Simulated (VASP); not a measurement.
The system is BaO.

```
Ba O
1.0
     0.00000    2.77187    2.77187
     2.77187    0.00000    2.77187
     2.77187    2.77187    0.00000
Ba O
1 1
Direct
  0.00000 0.00000 0.00000
  0.50000 0.50000 0.50000
```

Base run:

```yaml
Program: VASP 6.6.1
Functional: PBE
Dispersion: D4
Potentials_or_basis: VASP PAW PBE potentials, release 64 (Ba_sv, O)
Cutoff: 600 eV
k_mesh: 6 × 6 × 6
Occupations: gaussian, width 0.01 eV
Spin: no spin polarisation
```

Its results: band gap on the k mesh 1.98 eV; pressure 1.3 GPa.

Q: The run is repeated on the same cell with these changes: dispersion from D4 to none. What comes out?

A: Band gap on the k mesh 1.98 eV; pressure 2.8 GPa.

Dispersion adds attraction, which lowers the pressure at fixed volume and, as a term added to the energy, leaves the levels alone.

Caveats: spin-orbit coupling is left out, which moves the levels of the heavy elements.

A k mesh can miss the band edges.
